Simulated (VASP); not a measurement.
# P (Cmce) in VASP: further runs

P is run at these levels: PBE+D3(BJ); tasks: single point, relaxation of cell and atoms.

All numbers are computed with VASP 6.6.1; they aren't measurements. Logs are shortened: lines on timing, memory, paths and dates and some standing lists are left out, and cuts for length are marked.

## Step 1: The cell of the first run

Symmetry: Cmce, No. 64, orthorhombic system. The conventional cell has a = 3.323 Å, b = 10.195 Å, c = 4.162 Å, α = 90.00°, β = 90.00°, γ = 90.00°. Within 2.9 Å of P (site symmetry m) lie 3 P at 2.23 to 2.25 Å.

## Step 2: Single point, PBE+D3(BJ)

Contents of INCAR:

```
SYSTEM = P
PREC = Accurate
ENCUT = 520
EDIFF = 1E-7
ISMEAR = 0
SIGMA = 0.05
LREAL = .FALSE.
LASPH = .TRUE.
NELM = 100
ALGO = Normal
ISIF = 2
LWAVE = .FALSE.
LCHARG = .TRUE.
GGA = PE
IVDW = 12
LELF = .TRUE.
LVHAR = .TRUE.
NBANDS = 18
```

Contents of KPOINTS:

```
regular mesh
0
G
  12 12 10
  0 0 0
```

Contents of POSCAR:

```
P
1.0
    1.6612737155     -5.0974141765      0.0000000000
    1.6612737155      5.0974141765      0.0000000000
    0.0000000000      0.0000000000      4.1619822522
P
4
Direct
    0.8935867273      0.1064132727      0.0717817006
    0.6064132727      0.3935867273      0.5717817006
    0.1064132727      0.8935867273      0.9282182994
    0.3935867273      0.6064132727      0.4282182994
```

Potentials or basis: VASP PAW PBE potentials, release 64 (P).

On the command line:

```
> cat potpaw_PBE.64/P/POTCAR > POTCAR
> mpirun -np 1 vasp_std > vasp.out
```

OUTCAR:

```text
SYSTEM = P
   PREC = Accurate
   ENCUT = 520
   EDIFF = 1E-7
   ISMEAR = 0
   LREAL = .FALSE.
   LASPH = .TRUE.
   NELM = 100
   ISIF = 2
   GGA = PE
   IVDW = 12
 IVDW          = 12

 ion  position               nearest neighbor table
   1  0.894  0.106  0.072-   4 2.23   4 2.23   3 2.25
   2  0.606  0.394  0.572-   3 2.23   3 2.23   4 2.25
   3  0.106  0.894  0.928-   2 2.23   2 2.23   1 2.25
   4  0.394  0.606  0.428-   1 2.23   1 2.23   2 2.25

  LATTYP: Found a base centered orthorhombic cell.
 ALAT       =     3.3225474310
 B/A-ratio  =     3.0683770705
 C/A-ratio  =     1.2526479572

  Lattice vectors:

 A1 = (   1.6612737155,  -5.0974141765,   0.0000000000)
 A2 = (   1.6612737155,   5.0974141765,   0.0000000000)
 A3 = (   0.0000000000,   0.0000000000,   4.1619822522)

Analysis of symmetry for initial positions (statically):
=====================================================================
 Subroutine PRICEL returns:
 Original cell was already a primitive cell.

 Routine SETGRP: Setting up the symmetry group for a
 base centered orthorhombic supercell.

 Subroutine GETGRP returns: Found  8 space group operations
 (whereof  4 operations were pure point group operations)
 out of a pool of  8 trial point group operations.

The static configuration has the point symmetry C_2h.
 The point group associated with its full space group is D_2h.

Analysis of symmetry for dynamics (positions and initial velocities):
=====================================================================
 Subroutine PRICEL returns:
 Original cell was already a primitive cell.

 Routine SETGRP: Setting up the symmetry group for a
 base centered orthorhombic supercell.

 Subroutine GETGRP returns: Found  8 space group operations
 (whereof  4 operations were pure point group operations)
 out of a pool of  8 trial point group operations.

The dynamic configuration has the point symmetry C_2h.
 The point group associated with its full space group is D_2h.

 Subroutine INISYM returns: Found  8 space group operations
 (whereof  4 operations are pure point group operations),
 and found     1 'primitive' translations

----------------------------------------------------------------------------------------

                                     Primitive cell

  volume of cell :      70.4890

  direct lattice vectors                    reciprocal lattice vectors
     1.661273715 -5.097414177  0.000000000     0.300973882 -0.098088949  0.000000000
     1.661273715  5.097414177  0.000000000     0.300973882  0.098088949  0.000000000
     0.000000000  0.000000000  4.161982252     0.000000000  0.000000000  0.240270126

  length of vectors
     5.361292908  5.361292908  4.161982252     0.316554450  0.316554450  0.240270126

  position of ions in fractional coordinates (direct lattice)
     0.893586727  0.106413273  0.071781701
     0.606413273  0.393586727  0.571781701
     0.106413273  0.893586727  0.928218299
     0.393586727  0.606413273  0.428218299

  ion indices of the primitive-cell ions
   primitive index   ion index
                 1           1
                 2           2
                 3           3
                 4           4

----------------------------------------------------------------------------------------

 KPOINTS: regular mesh

Automatic generation of k-mesh.
 Grid dimensions read from file:
 generate k-points for:   12   12   10

 Generating k-lattice:

  Cartesian coordinates                     Fractional coordinates (reciprocal lattice)
     0.025081157 -0.008174079  0.000000000     0.083333333 -0.000000000  0.000000000
     0.025081157  0.008174079  0.000000000    -0.000000000  0.083333333  0.000000000
     0.000000000  0.000000000  0.024027013     0.000000000  0.000000000  0.100000000

  Length of vectors
     0.026379538  0.026379538  0.024027013

  Shift w.r.t. Gamma in fractional coordinates (k-lattice)
     0.000000000  0.000000000  0.000000000

 Subroutine IBZKPT returns following result:
 ===========================================

 Found    258 irreducible k-points:

 Following reciprocal coordinates:
            Coordinates               Weight
  0.000000  0.000000  0.000000      1.000000
  0.083333 -0.000000  0.000000      4.000000
  0.166667  0.000000  0.000000      4.000000
  0.250000  0.000000  0.000000      4.000000
  0.333333  0.000000  0.000000      4.000000
  0.416667 -0.000000  0.000000      4.000000
[... 16 lines left out ...]
  0.500000  0.166667  0.000000      4.000000
 -0.416667  0.166667  0.000000      4.000000
 [... further k-points ...]
   k-points           NKPTS =    258   k-points in BZ     NKDIM =    258   number of bands    NBANDS=     18
   number of dos      NEDOS =    301   number of ions     NIONS =      4
   total plane-waves  NPLWV =  51200
   dimension x,y,z NGX =    40 NGY =   40 NGZ =   32
   dimension x,y,z NGXF=    80 NGYF=   80 NGZF=   64
   ions per type =               4
   NGX,Y,Z   is equivalent  to a cutoff of  12.40, 12.40, 12.78 a.u.
   NGXF,Y,Z  is equivalent  to a cutoff of  24.81, 24.81, 25.56 a.u.
 SYSTEM =  P
   PREC   = accura    normal or accurate (medium, high low for compatibility)
   ISTART =      0    job   : 0-new  1-cont  2-samecut
   ICHARG =      2    charge: 1-file 2-atom 10-const
   ISPIN  =      1    spin polarized calculation?
   LNONCOLLINEAR =      F non collinear calculations
   LSORBIT =      F    spin-orbit coupling
   LASPH  =      T    aspherical Exc in radial PAW
   ENCUT  =  520.0 eV  38.22 Ry    6.18 a.u.   9.97  9.97  7.74*2*pi/ulx,y,z
   NELM   =    100;   NELMIN=  2; NELMDL= -5     # of ELM steps
   EDIFF  = 0.1E-06   stopping-criterion for ELM
   LREAL  =      F    real-space projection
   EDIFFG = 0.1E-05   stopping-criterion for IOM
   NSW    =      0    number of steps for IOM
   IBRION =     -1    ionic relax: 0-MD 1-quasi-New 2-CG
   NFREE  =      0    steps in history (QN), initial steepest desc. (CG)
   ISIF   =      2    stress and relaxation
   ISYM   =      2    0-nonsym 1-usesym 2-fastsym
   POTIM  = 0.5000    time-step for ionic-motion
   TEBEG  =    0.0;   TEEND  =   0.0 temperature during run
   PSTRESS=    0.0 pullay stress
   NELECT =      20.0000    total number of electrons
   NUPDOWN=      -1.0000    fix difference up-down
   EMIN   =  10.00;   EMAX   =-10.00  energy-range for DOS
   EFERMI =   0.00;   METHOD = LEGACY
   ISMEAR =     0;   SIGMA  =   0.05  broadening in eV -4-tet -1-fermi 0-gaus
   EFERMI_NEDOS =   21; number of points for ismear=-14 and -15
   IALGO  =     38    algorithm
   IMIX   =      4    mixing-type and parameters
     AMIX     =   0.40;   BMIX     =  1.00
     AMIX_MAG =   1.60;   BMIX_MAG =  1.00
  volume/ion in A,a.u.               =      17.62       118.92
  Fermi-wavevector in a.u.,A,eV,Ry     =   1.075749  2.032871 15.745158  1.157236
  Thomas-Fermi vector in A             =   2.211614
   LORBIT       =      0    0 simple, 1 ext, 2 COOP (PROOUT), +10 PAW based schemes
   GGA     = PE    functional components
   LHFCALC =     F    Hartree Fock is set to
   AEXX    =    0.0000 exact exchange contribution
   IVDW    =    12    specifies the selected vdW correction
   LEPSILON=     F    determine dielectric tensor
   LRPA    =     F    only Hartree local field effects (RPA)
 non-spin polarized calculation
 Gauss-broadening in eV      SIGMA  =   0.05
  energy-cutoff  :      520.00
  volume of cell :       70.49
 maximum number of plane-waves:      1916
   NGX = 19   NGY = 19   NGZ = 15

 number of electron      19.9999998 magnetization

 Free energy of the ion-electron system (eV)
  ---------------------------------------------------
  ext. energy  EPLUGINS =         0.00000000
  ---------------------------------------------------
  free energy    TOTEN  =       -21.37513274 eV

  energy without entropy =      -21.37494109  energy(sigma->0) =      -21.37503691

 E-fermi :   7.4382     XC(G=0): -10.2684

 val. band max:        7.4296362667   @ k =  -0.4167   0.4167   0.0000
 cond. band min:       7.4489175505   @ k =  -0.3333   0.3333   0.0000
 fundamental gap:      0.0192812837
 Fermi energy:         7.4382299516

 k-point     1 :       0.0000    0.0000    0.0000
  band No.  band energies     occupation
      1      -8.5902      2.00000
      2      -5.2399      2.00000
      3      -1.7184      2.00000
      4       0.1119      2.00000
      5       2.3053      2.00000
      6       3.1575      2.00000
[... 10 lines left out ...]
     17      14.6230      0.00000
     18      14.8306      0.00000

 k-point     2 :       0.0833   -0.0000    0.0000
  band No.  band energies     occupation
      1      -8.5022      2.00000
      2      -5.1710      2.00000
      3      -1.7946      2.00000
      4       0.2048      2.00000
      5       2.3874      2.00000
      6       2.7327      2.00000
[... 10 lines left out ...]
     17      13.8118      0.00000
     18      14.4996      0.00000

 k-point     3 :       0.1667    0.0000    0.0000
  band No.  band energies     occupation
      1      -8.2392      2.00000
      2      -4.9633      2.00000
      3      -2.0875      2.00000
      4       0.4790      2.00000
      5       1.6991      2.00000
      6       2.3097      2.00000
[... 10 lines left out ...]
     17      12.4431      0.00000
     18      14.3833      0.00000

 k-point     4 :       0.2500    0.0000    0.0000
  band No.  band energies     occupation
      1      -7.8049      2.00000
      2      -4.6143      2.00000
      3      -2.7034      2.00000
      4       0.4950      2.00000
      5       0.9189      2.00000
      6       1.9423      2.00000
[... 375 lines left out ...]
      4      -1.3677      2.00000
      5       2.1693      2.00000
      6       2.5558      2.00000
[... 10 lines left out ...]
     17      14.4398      0.00000
     18      14.5902      0.00000

 k-point    23 :       0.5000    0.1667    0.0000
  band No.  band energies     occupation
      1      -7.0409      2.00000
      2      -4.5530      2.00000
      3      -3.6958      2.00000
      4      -0.3288      2.00000
      5       1.9775      2.00000
      6       2.0555      2.00000
[... 10 lines left out ...]
     17      14.2316      0.00000
     18      14.6574      0.00000

 k-point    24 :      -0.4167    0.1667    0.0000
  band No.  band energies     occupation
      1      -7.6489      2.00000
      2      -5.0386      2.00000
      3      -2.7518      2.00000
      4       0.7249      2.00000
      5       1.4652      2.00000
      6       1.9664      2.00000
[... 10 lines left out ...]
     17      12.7443      0.00000
     18      13.5570      0.00000

 [... further k-points ...]

------------------------ aborting loop because EDIFF is reached ----------------------------------------

 Edisp (eV)   -1.59330

 E8    (eV) :    -0.6033

  FORCE on cell =-STRESS in cart. coord.  units (eV):
  Direction    XX          YY          ZZ          XY          YZ          ZX
  --------------------------------------------------------------------------------------
  -------------------------------------------------------------------------------------
  Total      -0.15953    -0.16484    -0.13749     0.00000     0.00000     0.00000
  in kB      -3.62609    -3.74674    -3.12513     0.00000     0.00000     0.00000
  external pressure =       -3.50 kB  Pullay stress =        0.00 kB

 VOLUME and BASIS-vectors are now :
 -----------------------------------------------------------------------------
  energy-cutoff  :      520.00
  volume of cell :       70.49
      direct lattice vectors                 reciprocal lattice vectors
     1.661273715 -5.097414177  0.000000000     0.300973882 -0.098088949  0.000000000
     1.661273715  5.097414177  0.000000000     0.300973882  0.098088949  0.000000000
     0.000000000  0.000000000  4.161982252     0.000000000  0.000000000  0.240270126

 POSITION                                       TOTAL-FORCE (eV/Angst)
 -----------------------------------------------------------------------------------
      1.66127     -4.01255      0.29875         0.000000     -0.042229      0.043268
      1.66127     -1.08487      2.37975         0.000000      0.042229      0.043268
      1.66127      4.01255      3.86323         0.000000      0.042229     -0.043268
      1.66127      1.08487      1.78224         0.000000     -0.042229     -0.043268
 -----------------------------------------------------------------------------------
    total drift:                               -0.000000      0.000000     -0.000000

  FREE ENERGIE OF THE ION-ELECTRON SYSTEM (eV)
  ---------------------------------------------------
  free  energy   TOTEN  =       -22.9684338105 eV

  energy  without entropy=      -22.9682421645  energy(sigma->0) =      -22.96833799
```

Run time: 4.5 min. Hardware: 1 thread of AMD EPYC 7R43 (Zen 3), shared host; peak memory 0.33 GiB.

Results:

```
Free energy                : -22.9684 eV
Pressure                   : -0.3 GPa
Largest force              : 0.060 eV/Å
Band gap on the k mesh     : zero (bands 10 and 11 overlap by 0.18 eV)
Dispersion energy per atom : -0.398 eV
```

Forces on the atoms (eV/Å):
```
P    0.000 -0.042  0.043
P    0.000  0.042  0.043
P    0.000  0.042 -0.043
P    0.000 -0.042 -0.043
```

## Step 3: Relaxation of cell and atoms, PBE+D3(BJ)

This run uses another cell than the first one, of 19.03 Å³/atom.

Contents of INCAR:

```
SYSTEM = P
PREC     = Accurate       ! precision mode
ENCUT    = 600            ! plane-wave cutoff, eV
EDIFF    = 1E-6           ! SCF threshold, eV
ISMEAR   = 0              ! smearing method
SIGMA    = 0.05           ! smearing width, eV
LREAL    = .FALSE.        ! projectors in reciprocal space
LASPH    = .TRUE.         ! aspherical terms in the spheres
NELM     = 80             ! most SCF steps
ALGO     = Normal         ! electronic algorithm
ISIF     = 3              ! what is computed and relaxed
LWAVE    = .FALSE.        ! write WAVECAR
LCHARG   = .FALSE.        ! write CHGCAR
GGA      = PE             ! functional
IVDW     = 12             ! dispersion correction
IBRION   = 2              ! ionic algorithm
NSW      = 100            ! ionic steps
EDIFFG   = -0.002         ! ionic threshold
```

Contents of KPOINTS:

```
Automatic mesh
0
G
  12 12 10
  0 0 0
```

Contents of POSCAR:

```
P
1.0
    1.6582000000     -5.2420000000      0.0000000000
    1.6582000000      5.2420000000      0.0000000000
    0.0000000000      0.0000000000      4.3793000000
P
4
Direct
    0.8983800000      0.1016200000      0.0806800000
    0.6016200000      0.3983800000      0.5806800000
    0.1016200000      0.8983800000      0.9193200000
    0.3983800000      0.6016200000      0.4193200000
```

Potentials or basis: VASP PAW PBE potentials, release 64 (P).

On the command line:

```
> cat potpaw_PBE.64/P/POTCAR > POTCAR
> mpirun -np 1 vasp_std > vasp.out
```

It took 31 min on 1 thread of Intel Xeon 6975P-C (Granite Rapids), shared host; peak memory 0.48 GiB.

Results (log left out):

```
Free energy                           : -22.9699 eV
Relaxed volume                        : 17.67 Å³/atom
Relaxed cell                          : a = 5.363 Å, b = 5.363 Å, c = 4.178 Å, α = 90.00°, β = 90.00°, γ = 143.98°
Space group after relaxing (to 0.1 Å) : Cmce (No. 64)
Energy gained by relaxing             : 8.2 meV/atom
Ionic steps                           : 15
Pressure after relaxing               : 0.0 GPa
Band gap on the k mesh                : zero (bands 10 and 11 overlap by 0.14 eV)
Dispersion energy per atom            : -0.397 eV
```

The path:
| step | energy change (eV) | largest force (eV/Å) | pressure (GPa) | volume (Å³) |
| --- | --- | --- | --- | --- |
| 1 | 0.0000 | 0.0754 | -1.43 | 76.13 |
| 2 | -0.0086 | 0.2287 | 0.40 | 74.27 |
| 3 | -0.0088 | 0.2053 | 0.14 | 74.52 |
| 4 | -0.0157 | 0.1089 | 0.02 | 73.88 |
| 5 | -0.0196 | 0.0986 | -0.19 | 72.81 |
| 6 | -0.0246 | 0.0848 | -0.15 | 72.24 |
| 7 | -0.0317 | 0.0486 | 0.04 | 70.69 |
| 8 | -0.0320 | 0.0429 | 0.10 | 70.31 |
| 9 | -0.0326 | 0.0112 | 0.05 | 70.55 |
| 10 | -0.0326 | 0.0058 | 0.03 | 70.66 |
| 11 | -0.0326 | 0.0030 | -0.03 | 70.69 |
| 12 | -0.0326 | 0.0026 | -0.02 | 70.69 |
| 13 | -0.0326 | 0.0012 | -0.02 | 70.68 |
| 14 | -0.0326 | 0.0031 | 0.00 | 70.66 |
| 15 | -0.0326 | 0.0018 | 0.00 | 70.67 |

Final structure:
```
P
1.0
     1.65800   -5.10029    0.00000
     1.65800    5.10029    0.00000
     0.00000    0.00000    4.17835
P
4
Direct
  0.89402 0.10598 0.07288
  0.60598 0.39402 0.57288
  0.10598 0.89402 0.92712
  0.39402 0.60598 0.42712
```

Levels at points of the mesh, in eV from the Fermi level:
```
           k point  band 8  band 9  band 10  band 11  band 12  band 13
(0.00, 0.00, 0.00)   -2.91   -2.69    -1.42     0.96     1.20     1.87
(0.50, 0.00, 0.00)   -3.27   -2.70    -2.70     0.79     0.79     1.05
(0.50, 0.50, 0.00)   -2.21   -1.84    -0.37     0.45     0.61     2.43
(0.00, 0.00, 0.50)   -3.14   -0.94    -0.94     1.45     1.45     2.23
(0.50, 0.00, 0.50)   -5.80   -2.13    -2.13     1.58     1.58     4.66
(0.50, 0.50, 0.50)   -2.47   -1.31    -1.31     1.31     1.31     2.70
```
